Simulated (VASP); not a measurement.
Set up this calculation in VASP 6.6.1, as the native input.

```yaml
Task: single point
Functional: PBE
Potentials_or_basis: VASP PAW PBE potentials, release 64 (Ni, Si)
Cutoff: 520 eV
k_mesh: 15 × 15 × 13
Occupations: fermi-dirac, width 0.05 eV
Spin: no spin polarisation
Dipole_correction: no
Further_INCAR_settings: ALGO = Normal; EDIFF = 1e-06; NBANDS = 14
```

The structure of SiNi (WC type) lies in POSCAR:

```
SiNi
1.0
    2.6694355589      0.0000000000      0.0000000000
   -1.3347177795      2.3117990077      0.0000000000
    0.0000000000      0.0000000000      3.5804214826
Ni Si
1 1
Direct
    0.0000000000      0.0000000000      0.0000000000
    0.3333333333      0.6666666667      0.5000000000
```

The input as run:

INCAR

```
  ALGO = Normal
  EDIFF = 1E-6
  ENCUT = 520
  GGA = PE
  ISIF = 2
  ISMEAR = -1
  LASPH = True
  LCHARG = False
  LREAL = False
  LWAVE = False
  NBANDS = 14
  NELM = 60
  PREC = Accurate
  SIGMA = 0.05
```

KPOINTS

```
k-points
0
Gamma
  15 15 13
```

Potentials or basis: VASP PAW PBE potentials, release 64 (Ni, Si).

Run with:

```sh
$ cat potpaw_PBE.64/Ni/POTCAR potpaw_PBE.64/Si/POTCAR > POTCAR
$ mpirun -np 1 vasp_std > vasp.out
```

Results of the run:

```
Pressure               : 12.0 GPa
Band gap on the k mesh : zero (band 7 reaches 13.24 eV, above the bottom of band 8 at 11.44 eV)
```

Wall time 22 s on 1 thread of Intel(R) Xeon(R) 6975P-C (Granite Rapids), with other jobs on the host, peak memory 0.17 GiB.
